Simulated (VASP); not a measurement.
# HfC (P6_3/mmc) in VASP: notebook

The runs below take HfC through relaxation of cell and atoms, with PBEsol.

All numbers are computed with VASP 6.6.1; they aren't measurements. Logs are shortened: lines on timing, memory, paths and dates and some standing lists are left out, and cuts for length are marked.

### 1 The cell of the first run

Symmetry: P6_3/mmc, No. 194, hexagonal system. The conventional cell has a = 3.343 Å, b = 3.343 Å, c = 5.203 Å, α = 90.00°, β = 90.00°, γ = 120.00°. Hf (site symmetry -6m2) has 6 C at 2.33 Å within 3.1 Å. C (site symmetry -3m) has 6 Hf at 2.33 Å and 2 C at 2.60 Å within 3.1 Å.

### 2 Relaxation of cell and atoms, PBEsol, target pressure 10 GPa, at which the enthalpy is minimised

File INCAR:

```
ALGO = Normal
EDIFF = 1E-7
EDIFFG = -0.03
ENCUT = 600
GGA = PS
IBRION = 2
ISIF = 3
ISMEAR = -1
LASPH = T
LCHARG = F
LREAL = F
LWAVE = F
NELM = 60
NSW = 80
PREC = Accurate
PSTRESS = 100.0
SIGMA = 0.1
```

File KPOINTS:

```
k-points
0
Gamma
  8 8 5
```

File POSCAR:

```
HfC
1.0
    3.3428660500      0.0000000000      0.0000000000
   -1.6714330300      2.8950069200      0.0000000000
    0.0000000000      0.0000000000      5.2027140000
Hf C
2 2
Direct
    0.6666666700      0.3333333300      0.7500000000
    0.3333333300      0.6666666700      0.2500000000
    0.0000000000      0.0000000000      0.0000000000
    0.0000000000      0.0000000000      0.5000000000
```

Potentials or basis: VASP PAW PBE potentials, release 64 (Hf_pv, C).

Run with:

```sh
> cat potpaw_PBE.64/Hf_pv/POTCAR potpaw_PBE.64/C/POTCAR > POTCAR
> mpirun -np 1 vasp_std > vasp.out
```

OUTCAR:

```text
EDIFF = 1E-7
   EDIFFG = -0.03
   ENCUT = 600
   GGA = PS
   IBRION = 2
   ISIF = 3
   ISMEAR = -1
   LASPH = T
   LREAL = F
   NELM = 60
   NSW = 80
   PREC = Accurate
   PSTRESS = 100.0

 ion  position               nearest neighbor table
   1  0.667  0.333  0.750-   3 2.33   4 2.33   3 2.33   4 2.33   3 2.33   4 2.33   2 3.24   2 3.24
                             2 3.24   2 3.24   2 3.24   2 3.24
   2  0.333  0.667  0.250-   3 2.33   4 2.33   3 2.33   4 2.33   3 2.33   4 2.33   1 3.24   1 3.24
                             1 3.24   1 3.24   1 3.24   1 3.24
   3  0.000  0.000  0.000-   1 2.33   2 2.33   1 2.33   2 2.33   1 2.33   2 2.33
   4  0.000  0.000  0.500-   1 2.33   2 2.33   1 2.33   2 2.33   1 2.33   2 2.33

  LATTYP: Found a hexagonal cell.
 ALAT       =     3.3428660500
 C/A-ratio  =     1.5563632889

  Lattice vectors:

 A1 = (   3.3428660500,   0.0000000000,   0.0000000000)
 A2 = (  -1.6714330300,   2.8950069200,   0.0000000000)
 A3 = (   0.0000000000,   0.0000000000,   5.2027140000)

Analysis of symmetry for initial positions (statically):
=====================================================================
 Subroutine PRICEL returns:
 Original cell was already a primitive cell.

 Routine SETGRP: Setting up the symmetry group for a
 hexagonal supercell.

 Subroutine GETGRP returns: Found 24 space group operations
 (whereof 12 operations were pure point group operations)
 out of a pool of 24 trial point group operations.

The static configuration has the point symmetry D_3d.
 The point group associated with its full space group is D_6h.

Analysis of symmetry for dynamics (positions and initial velocities):
=====================================================================
 Subroutine PRICEL returns:
 Original cell was already a primitive cell.

 Routine SETGRP: Setting up the symmetry group for a
 hexagonal supercell.

 Subroutine GETGRP returns: Found 24 space group operations
 (whereof 12 operations were pure point group operations)
 out of a pool of 24 trial point group operations.

The dynamic configuration has the point symmetry D_3d.
 The point group associated with its full space group is D_6h.

 Subroutine INISYM returns: Found 24 space group operations
 (whereof 12 operations are pure point group operations),
 and found     1 'primitive' translations

----------------------------------------------------------------------------------------

                                     Primitive cell

  volume of cell :      50.3499

  direct lattice vectors                    reciprocal lattice vectors
     3.342866050  0.000000000  0.000000000     0.299144502  0.172711159  0.000000000
    -1.671433030  2.895006920  0.000000000     0.000000000  0.345422318  0.000000000
     0.000000000  0.000000000  5.202714000     0.000000000  0.000000000  0.192207375

  length of vectors
     3.342866050  3.342866052  5.202714000     0.345422318  0.345422318  0.192207375

  position of ions in fractional coordinates (direct lattice)
     0.666666670  0.333333330  0.750000000
     0.333333330  0.666666670  0.250000000
     0.000000000  0.000000000  0.000000000
     0.000000000  0.000000000  0.500000000

  ion indices of the primitive-cell ions
   primitive index   ion index
                 1           1
                 2           2
                 3           3
                 4           4

----------------------------------------------------------------------------------------

 KPOINTS: k-points

Automatic generation of k-mesh.
 Grid dimensions read from file:
 generate k-points for:    8    8    5

 Generating k-lattice:

  Cartesian coordinates                     Fractional coordinates (reciprocal lattice)
     0.037393063  0.021588895  0.000000000     0.125000000 -0.000000000  0.000000000
     0.000000000  0.043177790  0.000000000     0.000000000  0.125000000  0.000000000
     0.000000000  0.000000000  0.038441475     0.000000000  0.000000000  0.200000000

  Length of vectors
     0.043177790  0.043177790  0.038441475

  Shift w.r.t. Gamma in fractional coordinates (k-lattice)
     0.000000000  0.000000000  0.000000000

 Subroutine IBZKPT returns following result:
 ===========================================

 Found     30 irreducible k-points:

 Following reciprocal coordinates:
            Coordinates               Weight
  0.000000  0.000000  0.000000      1.000000
  0.125000  0.000000  0.000000      6.000000
  0.250000  0.000000  0.000000      6.000000
  0.375000  0.000000  0.000000      6.000000
  0.500000  0.000000  0.000000      3.000000
  0.125000  0.125000  0.000000      6.000000
[... 16 lines left out ...]
  0.250000  0.000000  0.400000     12.000000
  0.375000  0.000000  0.400000     12.000000
 [... further k-points ...]
   k-points           NKPTS =     30   k-points in BZ     NKDIM =     30   number of bands    NBANDS=     18
   number of dos      NEDOS =    301   number of ions     NIONS =      4
   total plane-waves  NPLWV =  32928
   dimension x,y,z NGX =    28 NGY =   28 NGZ =   42
   dimension x,y,z NGXF=    56 NGYF=   56 NGZF=   84
   ions per type =               2   2
   NGX,Y,Z   is equivalent  to a cutoff of  13.92, 13.92, 13.42 a.u.
   NGXF,Y,Z  is equivalent  to a cutoff of  27.85, 27.85, 26.84 a.u.
 SYSTEM =  unknown system
   PREC   = accura    normal or accurate (medium, high low for compatibility)
   ISTART =      0    job   : 0-new  1-cont  2-samecut
   ICHARG =      2    charge: 1-file 2-atom 10-const
   ISPIN  =      1    spin polarized calculation?
   LNONCOLLINEAR =      F non collinear calculations
   LSORBIT =      F    spin-orbit coupling
   LASPH  =      T    aspherical Exc in radial PAW
   ENCUT  =  600.0 eV  44.10 Ry    6.64 a.u.   6.68  6.68 10.39*2*pi/ulx,y,z
   NELM   =     60;   NELMIN=  2; NELMDL= -5     # of ELM steps
   EDIFF  = 0.1E-06   stopping-criterion for ELM
   LREAL  =      F    real-space projection
   EDIFFG = -.3E-01   stopping-criterion for IOM
   NSW    =     80    number of steps for IOM
   IBRION =      2    ionic relax: 0-MD 1-quasi-New 2-CG
   NFREE  =      1    steps in history (QN), initial steepest desc. (CG)
   ISIF   =      3    stress and relaxation
   ISYM   =      2    0-nonsym 1-usesym 2-fastsym
   POTIM  = 0.5000    time-step for ionic-motion
   TEBEG  =    0.0;   TEEND  =   0.0 temperature during run
   PSTRESS=  100.0 pullay stress
   NELECT =      28.0000    total number of electrons
   NUPDOWN=      -1.0000    fix difference up-down
   EMIN   =  10.00;   EMAX   =-10.00  energy-range for DOS
   EFERMI =   0.00;   METHOD = LEGACY
   ISMEAR =    -1;   SIGMA  =   0.10  broadening in eV -4-tet -1-fermi 0-gaus
   EFERMI_NEDOS =   21; number of points for ismear=-14 and -15
   IALGO  =     38    algorithm
   IMIX   =      4    mixing-type and parameters
     AMIX     =   0.40;   BMIX     =  1.00
     AMIX_MAG =   1.60;   BMIX_MAG =  1.00
  volume/ion in A,a.u.               =      12.59        84.94
  Fermi-wavevector in a.u.,A,eV,Ry     =   1.346257  2.544057 24.659309  1.812408
  Thomas-Fermi vector in A             =   2.474104
   LORBIT       =      0    0 simple, 1 ext, 2 COOP (PROOUT), +10 PAW based schemes
   GGA     = PS    functional components
   LHFCALC =     F    Hartree Fock is set to
   AEXX    =    0.0000 exact exchange contribution
   IVDW    =     0    specifies the selected vdW correction
   LEPSILON=     F    determine dielectric tensor
   LRPA    =     F    only Hartree local field effects (RPA)
 conjugate gradient relaxation of ions
 non-spin polarized calculation
  energy-cutoff  :      600.00
  volume of cell :       50.35
 maximum number of plane-waves:      1713
 NGX is ok and might be reduce to    28
   NGX = 13   NGY = 13   NGZ = 21

--------------------------------------- Ionic step        1  -------------------------------------------

 number of electron      28.0000000 magnetization

 Free energy of the ion-electron system (eV)
  ---------------------------------------------------
  ext. energy  EPLUGINS =         0.00000000
  ---------------------------------------------------
  free energy    TOTEN  =       -43.59936160 eV

  energy without entropy =      -43.57394472  energy(sigma->0) =      -43.58665316

------------------------ aborting loop because EDIFF is reached ----------------------------------------

  FORCE on cell =-STRESS in cart. coord.  units (eV):
  Direction    XX          YY          ZZ          XY          YZ          ZX
  --------------------------------------------------------------------------------------
  -------------------------------------------------------------------------------------
  Total       -2.8249703     -2.8249703     -1.8326512      0.0000000      0.0000000      0.0000000
  in kB      -89.8930116    -89.8930115    -58.3165558      0.0000002      0.0000000      0.0000000
  external PRESSURE =    -179.3675263 kB  Pullay stress =     100.0000000 kB
[... 225 lines left out ...]
  enthalpy is  TOTEN    =       -40.6626659152 eV   P V=        2.9267509170

--------------------------------------- Ionic step        7  -------------------------------------------

 number of electron      28.0000000 magnetization

 Free energy of the ion-electron system (eV)
  ---------------------------------------------------
  ext. energy  EPLUGINS =         0.00000000
  ---------------------------------------------------
  free energy    TOTEN  =       -43.59034601 eV

  energy without entropy =      -43.56818447  energy(sigma->0) =      -43.57926524

 E-fermi :   6.6829     XC(G=0): -12.7640

 val. band max:        6.6130902650   @ k =   0.2500   0.2500   0.2000
 cond. band min:       7.0028947954   @ k =   0.3750   0.2500   0.0000
 fundamental gap:      0.3898045304
 Fermi energy:         6.6828684864

 k-point     1 :       0.0000    0.0000    0.0000
  band No.  band energies     occupation
      1     -23.6136      2.00000
      2     -22.8613      2.00000
      3     -22.8613      2.00000
      4     -22.7568      2.00000
      5     -22.7568      2.00000
      6     -22.6673      2.00000
[... 10 lines left out ...]
     17       8.8971      0.00000
     18       8.8971      0.00000
[... 466 lines left out ...]
      2     -23.4375      2.00000
      3     -22.9784      2.00000
      4     -22.9652      2.00000
      5     -22.8931      2.00000
      6     -22.8571      2.00000
[... 10 lines left out ...]
     17      11.1727      0.00000
     18      11.7014      0.00000

 [... further k-points ...]

------------------------ aborting loop because EDIFF is reached ----------------------------------------

  FORCE on cell =-STRESS in cart. coord.  units (eV):
  Direction    XX          YY          ZZ          XY          YZ          ZX
  --------------------------------------------------------------------------------------
  -------------------------------------------------------------------------------------
  Total        3.0156101      3.0156101      2.9993263     -0.0000000      0.0000000      0.0000000
  in kB      103.0141555    103.0141555    102.4578936     -0.0000002      0.0000000      0.0000000
  external PRESSURE =       2.8287349 kB  Pullay stress =     100.0000000 kB
[... 19 lines left out ...]
  FREE ENERGIE OF THE ION-ELECTRON SYSTEM (eV)
  ---------------------------------------------------
  free  energy   TOTEN  =       -43.5903460117 eV

  energy  without entropy=      -43.5681844740  energy(sigma->0) =      -43.57926524

  enthalpy is  TOTEN    =       -40.6629715109 eV   P V=        2.9273745008

 reached required accuracy - stopping structural energy minimisation
```

Run time: 6.3 min. Hardware: 1 thread of Intel Xeon 8259CL, shared host; peak memory 0.21 GiB.

What came out:

```
Free energy                                            : -43.5903 eV
Relaxed volume                                         : 11.73 Å³/atom
Relaxed cell                                           : a = 3.250 Å, b = 3.250 Å, c = 5.128 Å, α = 90.00°, β = 90.00°, γ = 120.00°
Space group after relaxing (to 0.05 Å)                 : P6_3/mmc (No. 194)
Energy change on relaxing (the enthalpy is what falls) : +2.3 meV/atom
Ionic steps                                            : 7
Pressure after relaxing                                : 10.3 GPa
Band gap on the k mesh                                 : zero (band 14 reaches 7.77 eV, above the bottom of band 15 at 6.54 eV)
```

The path:
```csv
step,energy change (eV),largest force (eV/Å),pressure (GPa),volume (Å³)
1,0.0000,0.0000,-7.94,50.35
2,1.3286,0.0000,64.50,40.76
3,-0.0002,0.0000,9.08,47.08
4,0.0077,0.0000,9.92,46.95
5,0.0119,0.0000,10.33,46.88
6,0.0099,0.0000,10.31,46.89
7,0.0090,0.0000,10.28,46.90
```

Final structure:
```
Hf C
1.0
     3.24994    0.00000    0.00000
    -1.62497    2.81453    0.00000
     0.00000    0.00000    5.12751
Hf C
2 2
Cartesian
  1.6250 0.9382 3.8456
  0.0000 1.8764 1.2819
  0.0000 0.0000 0.0000
  0.0000 0.0000 2.5638
```

Caveat: the cell is relaxed towards a set pressure, so the enthalpy falls and the energy may rise; the PAW data sets were made with another functional, which shifts forces and pressure a little; spin-orbit coupling is left out, which moves the levels of the heavy elements.

### 3 Relaxation of cell and atoms, PBEsol, target pressure 20 GPa, at which the enthalpy is minimised

File INCAR:

```
SYSTEM = HfC
  ALGO = Normal
  EDIFF = 1E-7
  EDIFFG = -0.03
  ENCUT = 600
  GGA = PS
  IBRION = 2
  ISIF = 3
  ISMEAR = -1
  LASPH = .TRUE.
  LCHARG = .FALSE.
  LREAL = .FALSE.
  LWAVE = .FALSE.
  NELM = 60
  NSW = 80
  PREC = Accurate
  PSTRESS = 200.0
  SIGMA = 0.1
```

File KPOINTS:

```
k-points
0
G
  8 8 5
  0 0 0
```

POSCAR is that of step 2.

Potentials or basis: VASP PAW PBE potentials, release 64 (Hf_pv, C).

Run with:

```sh
> cat potpaw_PBE.64/Hf_pv/POTCAR potpaw_PBE.64/C/POTCAR > POTCAR
> mpirun -np 1 vasp_std > vasp.out
```

OUTCAR:

```text
SYSTEM = HfC
   EDIFF = 1E-7
   EDIFFG = -0.03
   ENCUT = 600
   GGA = PS
   IBRION = 2
   ISIF = 3
   ISMEAR = -1
   LASPH = .TRUE.
   LREAL = .FALSE.
   NELM = 60
   NSW = 80
   PREC = Accurate
   PSTRESS = 200.0

 ion  position               nearest neighbor table
   1  0.667  0.333  0.750-   3 2.33   4 2.33   3 2.33   4 2.33   3 2.33   4 2.33   2 3.24   2 3.24
                             2 3.24   2 3.24   2 3.24   2 3.24
   2  0.333  0.667  0.250-   3 2.33   4 2.33   3 2.33   4 2.33   3 2.33   4 2.33   1 3.24   1 3.24
                             1 3.24   1 3.24   1 3.24   1 3.24
   3  0.000  0.000  0.000-   1 2.33   2 2.33   1 2.33   2 2.33   1 2.33   2 2.33
   4  0.000  0.000  0.500-   1 2.33   2 2.33   1 2.33   2 2.33   1 2.33   2 2.33

  LATTYP: Found a hexagonal cell.
 ALAT       =     3.3428660500
 C/A-ratio  =     1.5563632889

  Lattice vectors:

 A1 = (   3.3428660500,   0.0000000000,   0.0000000000)
 A2 = (  -1.6714330300,   2.8950069200,   0.0000000000)
 A3 = (   0.0000000000,   0.0000000000,   5.2027140000)

Analysis of symmetry for initial positions (statically):
=====================================================================
[... 184 lines left out ...]
  Direction    XX          YY          ZZ          XY          YZ          ZX
  --------------------------------------------------------------------------------------
  -------------------------------------------------------------------------------------
  Total       -2.8249703     -2.8249703     -1.8326512      0.0000000      0.0000000      0.0000000
  in kB      -89.8930116    -89.8930115    -58.3165558      0.0000002      0.0000000      0.0000000
  external PRESSURE =    -279.3675263 kB  Pullay stress =     200.0000000 kB
[... 227 lines left out ...]
--------------------------------------- Ionic step        7  -------------------------------------------

 number of electron      28.0000002 magnetization

 Free energy of the ion-electron system (eV)
  ---------------------------------------------------
  ext. energy  EPLUGINS =         0.00000000
  ---------------------------------------------------
  free energy    TOTEN  =       -43.45488812 eV

  energy without entropy =      -43.43306604  energy(sigma->0) =      -43.44397708

 E-fermi :   6.9239     XC(G=0): -12.9218

 val. band max:        6.8342715857   @ k =   0.2500   0.2500   0.2000
 cond. band min:       7.2366488900   @ k =   0.1250   0.0000   0.0000
 fundamental gap:      0.4023773044
 Fermi energy:         6.9239165553

 k-point     1 :       0.0000    0.0000    0.0000
  band No.  band energies     occupation
      1     -23.3211      2.00000
      2     -22.4766      2.00000
      3     -22.4766      2.00000
      4     -22.3602      2.00000
      5     -22.3602      2.00000
      6     -22.2584      2.00000
[... 481 lines left out ...]
      5     -22.5113      2.00000
      6     -22.4705      2.00000
[... 10 lines left out ...]
     17      11.5529      0.00000
     18      12.1095      0.00000

 [... further k-points ...]

------------------------ aborting loop because EDIFF is reached ----------------------------------------

  FORCE on cell =-STRESS in cart. coord.  units (eV):
  Direction    XX          YY          ZZ          XY          YZ          ZX
  --------------------------------------------------------------------------------------
  -------------------------------------------------------------------------------------
  Total        5.6827778      5.6827778      5.6782712     -0.0000000      0.0000000     -0.0000000
  in kB      200.2951000    200.2950999    200.1362597     -0.0000004      0.0000000     -0.0000000
  external PRESSURE =       0.2421532 kB  Pullay stress =     200.0000000 kB
[... 23 lines left out ...]
  energy  without entropy=      -43.4330660384  energy(sigma->0) =      -43.44397708

  enthalpy is  TOTEN    =       -37.7804828627 eV   P V=        5.6744052539

 reached required accuracy - stopping structural energy minimisation
```

OSZICAR:

```text
N       E                     dE             d eps       ncg     rms          rms(c)
DAV:   1     0.935002521491E+02    0.93500E+02   -0.17379E+04  1080   0.171E+03
[... 73 lines left out ...]
       N       E                     dE             d eps       ncg     rms          rms(c)
DAV:   1    -0.434552966980E+02   -0.15404E-02   -0.57680E-02  1134   0.190E+00    0.242E-01
DAV:   2    -0.434550323522E+02    0.26435E-03   -0.74144E-04  1376   0.211E-01    0.770E-02
DAV:   3    -0.434549109411E+02    0.12141E-03   -0.93799E-05  1344   0.757E-02    0.344E-02
DAV:   4    -0.434548881113E+02    0.22830E-04   -0.38808E-05  1416   0.490E-02    0.221E-02
DAV:   5    -0.434548881404E+02   -0.29144E-07   -0.31598E-06  1246   0.118E-02    0.528E-03
DAV:   6    -0.434548881166E+02    0.23827E-07   -0.56906E-08   692   0.208E-03
   7 F= -.37780483E+02 E0= -.37769572E+02  d E =-.844199E-03
```

Wall time 6.2 min (1 thread of Intel Xeon 8259CL, shared host); peak memory 0.21 GiB.

What came out:

- Free energy: -43.4549 eV
- Relaxed volume: 11.36 Å³/atom
- Relaxed cell: a = 3.219 Å, b = 3.219 Å, c = 5.066 Å, α = 90.00°, β = 90.00°, γ = 120.00°
- Space group after relaxing (to 0.05 Å): P6_3/mmc (No. 194)
- Energy change on relaxing (the enthalpy is what falls): +36.1 meV/atom
- Ionic steps: 7
- Pressure after relaxing: 20.0 GPa
- Band gap on the k mesh: zero (band 14 reaches 8.04 eV, above the bottom of band 15 at 6.76 eV)

Step by step:
```csv
step,energy change (eV),largest force (eV/Å),pressure (GPa),volume (Å³)
1,0.0000,0.0000,-7.94,50.35
2,4.2843,0.0000,140.69,35.99
3,0.1002,0.0000,17.16,45.85
4,0.1358,0.0000,19.39,45.53
5,0.1472,0.0000,20.07,45.44
6,0.1456,0.0000,20.05,45.45
7,0.1445,0.0000,20.02,45.46
```

Final structure:
```
CELL_PARAMETERS angstrom
3.21884 0.00000 0.00000
-1.60942 2.78760 0.00000
0.00000 0.00000 5.06606
ATOMIC_POSITIONS crystal
Hf 0.66667 0.33333 0.75000
Hf 0.33333 0.66667 0.25000
C 0.00000 0.00000 0.00000
C 0.00000 0.00000 0.50000
```

Caveat: the cell is relaxed towards a set pressure, so the enthalpy falls and the energy may rise; the PAW data sets were made with another functional, which shifts forces and pressure a little; spin-orbit coupling is left out, which moves the levels of the heavy elements.
